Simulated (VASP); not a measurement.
Wanted: the native input for a VASP 6.6.1 run.

```
Task                   : relaxation of cell and atoms
Functional             : LDA
Potentials or basis    : VASP PAW LDA potentials, release 64 (Nb_sv, Sb)
Cutoff                 : 500 eV
k mesh                 : 5 × 5 × 5
Occupations            : gaussian, width 0.028 eV
Spin                   : no spin polarisation
Dipole correction      : no
Further INCAR settings : ALGO = Normal; EDIFF = 1e-07; IBRION = 2; EDIFFG = -0.01; NSW = 100; ISIF = 3
```

The structure of Nb3Sb lies in POSCAR:

```
Nb3Sb
1.0
    5.2807630000      0.0000000000      0.0000000000
    0.0000000000      5.2807630000      0.0000000000
    0.0000000000      0.0000000000      5.2807630000
Nb Sb
6 2
Direct
    0.2500000000      0.0000000000      0.5000000000
    0.5000000000      0.7500000000      0.0000000000
    0.7500000000      0.0000000000      0.5000000000
    0.5000000000      0.2500000000      0.0000000000
    0.0000000000      0.5000000000      0.7500000000
    0.0000000000      0.5000000000      0.2500000000
    0.0000000000      0.0000000000      0.0000000000
    0.5000000000      0.5000000000      0.5000000000
```

One way to write it, as run:

INCAR

```
PREC = Accurate
ENCUT = 500
EDIFF = 1E-7
ISMEAR = 0
SIGMA = 0.028
LREAL = False
LASPH = True
NELM = 120
ALGO = Normal
ISIF = 3
LWAVE = False
LCHARG = False
IBRION = 2
NSW = 100
EDIFFG = -0.01
GGA_COMPAT = False
NELMIN = 4
```

KPOINTS

```
Automatic mesh
0
Gamma
  5 5 5
```

Potentials or basis: VASP PAW LDA potentials, release 64 (Nb_sv, Sb).

Launch:

```bash
$ cat potpaw_LDA.64/Nb_sv/POTCAR potpaw_LDA.64/Sb/POTCAR > POTCAR
$ mpirun -np 1 vasp_std > vasp.out
```

Results of the run:

| Quantity | Value |
| --- | --- |
| Relaxed volume | 17.64 Å³/atom |
| Relaxed cell | a = 5.206 Å, b = 5.206 Å, c = 5.206 Å, α = 90.00°, β = 90.00°, γ = 90.00° |
| Space group after relaxing (to 0.1 Å) | Pm-3n (No. 223) |
| Energy gained by relaxing | 19.5 meV/atom |
| Ionic steps | 4 |
| Pressure after relaxing | 0.0 GPa |
| Band gap on the k mesh | zero (bands 44 and 45 overlap by 0.20 eV) |

Caveat: spin-orbit coupling is left out, which moves the levels of the heavy elements.

It took 2.2 min on 1 thread of Intel(R) Xeon(R) 6975P-C (Granite Rapids), with other jobs on the host, peak memory 0.23 GiB.
